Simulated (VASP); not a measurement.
A run of VASP 6.6.1 is set up as follows.

File INCAR:

```
  ALGO = Normal
  EDIFF = 1E-6
  ENCUT = 500
  GGA = PE
  GGA_COMPAT = False
  ISIF = 2
  ISMEAR = 0
  LASPH = True
  LCHARG = False
  LREAL = False
  LWAVE = False
  NBANDS = 33
  NELM = 120
  PREC = Accurate
  SIGMA = 0.2
```

File KPOINTS:

```
k-points
0
Gamma
  4 4 3
```

The input POSCAR:

```
Ti3AlB3
1.0
    4.4760174314      0.0000000000      0.0000000000
    0.0000000000      4.4760174314      0.0000000000
    0.0000000000      0.0000000000      4.4699652561
Ti Al B
3 1 3
Direct
    0.5000000000      0.0000000000     -0.0336390981
    0.0000000000      0.5000000000     -0.0336390981
    0.5000000000      0.5000000000      0.4690657712
    0.0000000000      0.0000000000      0.4598912545
    0.0000000000      0.0000000000      0.9609651915
    0.5000000000      0.0000000000      0.4650997296
    0.0000000000      0.5000000000      0.4650997296
```

Potentials or basis: VASP PAW PBE potentials, release 64 (Ti_sv, Al, B).

The run is started by

```bash
$ cat potpaw_PBE.64/Ti_sv/POTCAR potpaw_PBE.64/Al/POTCAR potpaw_PBE.64/B/POTCAR > POTCAR
$ mpirun -np 1 vasp_std > vasp.out
```

Q: Predict the pressure.

A: 0.4 GPa.

Q: What does it give for the largest force?

A: 0.069 eV/Å.

Q: What does it give for the band gap on the k mesh?

A: Zero (bands 24 and 25 overlap by 1.60 eV).

Stress tensor (GPa, compression positive):
```
 0.67  0.00  0.00
 0.00  0.67  0.00
 0.00  0.00 -0.24
```

Caveat: the k points lie up to 0.47 Å⁻¹ apart, too coarse for converged energies and pressures of a metal.
